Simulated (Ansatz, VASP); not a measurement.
**Two plane-wave programs on BAs**

INCAR

```
SYSTEM = BAs
PREC = Accurate
ENCUT = 520
EDIFF = 1E-8
ISMEAR = -1
SIGMA = 0.01
LREAL = .False.
LASPH = .True.
NELM = 80
ALGO = Normal
ISIF = 2
LWAVE = .False.
LCHARG = .False.
LEFG = .True.
NBANDS = 11
```

File KPOINTS:

```
regular mesh
0
Gamma
  11 11 11
  0 0 0
```

POSCAR

```
BAs
1.0
    0.0000000000      2.4096270000      2.4096270000
    2.4096270000      0.0000000000      2.4096270000
    2.4096270000      2.4096270000      0.0000000000
B As
1 1
Direct
    0.7500000000      0.7500000000      0.7500000000
    0.0000000000      0.0000000000      0.0000000000
```

Input for Ansatz:

```yaml
crystal:
  lattice:
    - [0.0, 2.409627, 2.409627]
    - [2.409627, 0.0, 2.409627]
    - [2.409627, 2.409627, 0.0]
  atoms:
    - { symbol: B, position: [0.75, 0.75, 0.75] }
    - { symbol: As, position: [0.0, 0.0, 0.0] }
kpoints:
  mp_grid: { grid: [11, 11, 11] }
  band_path:
    path:
      - [0.0, 0.0, 0.0]
      - [-0.5, -0.5, 0.0]
      - [-0.375, -0.375, 0.25]
      - [-0.375, 0.0, 0.375]
      - [0.0, 0.0, 0.0]
      - [0.0, 0.0, 0.5]
      - [-0.5, -0.25, 0.25]
      - [-0.5, -0.5, 0.0]
    npoints: 14
scf:
  occupations: { method: fermi_dirac, width: 0.01 }
hamiltonian:
  xc: lda
  pseudopotentials: { kind: paw }
output:
  forces: true
  stress: true
  eigenvalues: true
  efg: { contact_densities: true }
  populations: true
  bader: true
  dos: { projected: true, de: 0.2, e_range: [-14, 8] }
  write_density: true
  write_potential: true
  elf: true
  volumetric_format: npy
```

Alike in both runs: task electric field gradients; functional LDA; k mesh 11 × 11 × 11; occupations fermi-dirac, width 0.01 eV; no spin polarisation.

|  | VASP | Ansatz |
| --- | --- | --- |
| version | VASP 6.6.1 | Ansatz 0.2.0 |
| potentials or method | VASP PAW LDA potentials, release 64 (B, As) | PAW with Ansatz's default frozen-core files, scalar-relativistic |
| plane-wave cutoff (eV) | 520 | 420 |
| valence electrons in the cell | 8 | 18 |

Ansatz gave:

| Property | Result |
| --- | --- |
| gap on the k mesh at the Fermi level (eV) | 1.18 |
| pressure (GPa) | -7.2 |

What did VASP give for the same quantities?

gap on the k mesh at the Fermi level (eV): 1.17; pressure (GPa): -6.5.

LDA's correlation is that of Perdew and Zunger in VASP and of Perdew and Wang (1992) in Ansatz. VASP's potentials hold 8 valence electrons a cell and Ansatz's 18, so a difference there can come from the potentials and not from the codes.
